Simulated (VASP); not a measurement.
# CsH2: single point with PBE

The system is CsH2.

```xyz
6
Lattice="5.3230 0.0938 0.1590 0.0971 5.0070 -0.0288 0.3297 -0.0715 8.7861" Properties=species:S:1:pos:R:3 pbc="T T T"
Cs    0.1690    2.4581    6.4842
Cs    2.8689    0.0209    2.3681
H     0.7813    0.0327   -0.1569
H     1.9298    2.5178    0.2215
H     1.2573    2.5323    0.6142
H     1.7834   -0.0536    8.2364
```

```yaml
Program: VASP 6.6.1
Task: single point
Functional: PBE
Potentials_or_basis: VASP PAW PBE potentials, release 64 (Cs_sv, H)
Cutoff: 520 eV
k_mesh: 6 × 6 × 4
Occupations: gaussian, width 0.1 eV
Spin: no spin polarisation
Dipole_correction: no
Further_INCAR_settings: ALGO = Normal; EDIFF = 1e-06; NBANDS = 20
```

- Pressure: 0.0 GPa
- Largest force: 0.007 eV/Å
- Band gap on the k mesh: zero (bands 11 and 12 overlap by 0.83 eV)

Forces on the atoms (eV/Å):
```
Cs   0.000  0.001 -0.007
Cs   0.000 -0.001  0.007
H   -0.005  0.001  0.003
H    0.003 -0.001 -0.002
H   -0.004  0.000  0.003
H    0.006  0.000 -0.004
```

Levels at points of the mesh, in eV from the Fermi level:
```csv
k point,band 9,band 10,band 11,band 12,band 13,band 14
"(0.00, 0.00, 0.00)",-8.89,-7.72,-1.02,-0.32,1.28,1.62
"(0.50, 0.00, 0.00)",-8.85,-7.71,-0.69,0.33,0.67,1.21
"(0.00, 0.50, 0.00)",-8.36,-8.36,0.35,0.37,1.07,1.11
"(0.50, 0.50, 0.00)",-8.36,-8.36,0.07,0.09,1.26,1.38
"(0.00, 0.00, 0.50)",-8.88,-7.72,-1.14,0.18,0.81,1.43
"(0.50, 0.00, 0.50)",-8.86,-7.71,-0.56,0.25,0.34,1.52
"(0.00, 0.50, 0.50)",-8.37,-8.36,0.16,0.19,1.54,1.70
"(0.50, 0.50, 0.50)",-8.36,-8.36,0.29,0.35,1.20,1.23
```

It took 5.5 min on 1 thread of Intel(R) Xeon(R) 6975P-C (Granite Rapids) (shared host), peak memory 0.49 GiB.

Caveat: spin-orbit coupling is left out, which moves the levels of the heavy elements.
